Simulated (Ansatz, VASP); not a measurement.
## One calculation of TaN, two programs

Contents of INCAR:

```
SYSTEM = TaN
PREC = Accurate
ENCUT = 520
EDIFF = 1E-8
ISMEAR = -1
SIGMA = 0.02
LREAL = .FALSE.
LASPH = .TRUE.
NELM = 120
ALGO = Normal
ISIF = 2
LWAVE = .FALSE.
LCHARG = .FALSE.
GGA = PE
LEFG = .TRUE.
NBANDS = 15
GGA_COMPAT = .FALSE.
```

File KPOINTS:

```
Automatic mesh
0
G
  9 9 9
  0 0 0
```

Contents of POSCAR:

```
TaN
1.0
    0.0000000000      2.1790000000      2.2225800000
    2.1790000000      0.0000000000      2.2225800000
    2.1790000000      2.1790000000      0.0000000000
Ta N
1 1
Direct
    0.5000000000      0.5000000000      0.5000000000
    0.0000000000      0.0000000000      0.0000000000
```

Input for Ansatz:

```yaml
crystal:
  lattice:
    - [0.0, 2.179, 2.22258]
    - [2.179, 0.0, 2.22258]
    - [2.179, 2.179, 0.0]
  atoms:
    - { symbol: Ta, position: [0.5, 0.5, 0.5] }
    - { symbol: "N", position: [0.0, 0.0, 0.0] }
kpoints:
  mp_grid: { grid: [9, 9, 9] }
scf:
  occupations: { method: fermi_dirac, width: 0.02 }
hamiltonian:
  xc: pbe
  pseudopotentials: { kind: paw }
output:
  forces: true
  stress: true
  eigenvalues: true
  efg: { contact_densities: true }
```

Change from the starting cell: zz strain of +2 %, PAW files.

Alike in both runs: task electric field gradients; functional PBE; k mesh 9 × 9 × 9; occupations fermi-dirac, width 0.02 eV; no spin polarisation.

|  | VASP | Ansatz |
| --- | --- | --- |
| version | VASP 6.6.1 | Ansatz 0.2.0 |
| potentials or method | VASP PAW PBE potentials, release 64 (Ta_pv, N) | PAW with Ansatz's default frozen-core files, scalar-relativistic |
| plane-wave cutoff (eV) | 520 | 420 |
| valence electrons in the cell | 16 | 18 |

Ansatz gave:

- pressure (GPa): 7.4
- traceless stress, the component that is largest in VASP (GPa): -9.15
- size of Vzz on the site where it differs most (V/Å²): 93.2

Q: Which values does VASP return?

A: Pressure (GPa): 8.2; traceless stress, the component that is largest in VASP (GPa): -9.12; size of Vzz on the site where it differs most (V/Å²): 85.7.

The functional is the same, so the differences come from potentials, cutoffs and numerics. VASP's potentials hold 16 valence electrons a cell and Ansatz's 18, so a difference there can come from the potentials and not from the codes.

Spin-orbit coupling is off throughout.
